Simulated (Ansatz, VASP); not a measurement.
**ScSiS3: VASP beside Ansatz**

```
CELL_PARAMETERS angstrom
4.88454 0.00000 0.00000
0.00000 4.88454 0.00000
0.00000 0.00000 4.88454
ATOMIC_POSITIONS crystal
Sc 0.00000 0.00000 0.00000
Si 0.50000 0.50000 0.50000
S 0.50000 0.00000 0.00000
S 0.00000 0.50000 0.00000
S 0.00000 0.00000 0.50000
```

Alike in both runs: functional PBE; k mesh 4 × 4 × 4; occupations gaussian, width 0.1 eV; no spin polarisation.

Ansatz relaxed the structure, and its values are those at the end. VASP's run is a single point on that final structure, the one shown.

|  | VASP | Ansatz |
| --- | --- | --- |
| version | VASP 6.6.1 | Ansatz 0.2.0 |
| potentials or method | VASP PAW PBE potentials, release 64 (Sc_sv, Si, S), cutoff 520 eV | scalar-relativistic, plane waves, PAW |
| valence electrons in the cell | 33 | 33 |

Ansatz gave:

```
gap on the k mesh at the Fermi level (eV) : none
pressure (GPa)                            : 0.2
```

Question: What did VASP give for the same quantities?

Answer: gap on the k mesh at the Fermi level (eV): none; pressure (GPa): 0.3.

A gap of «none» marks a metal or a gap that the smearing closes.
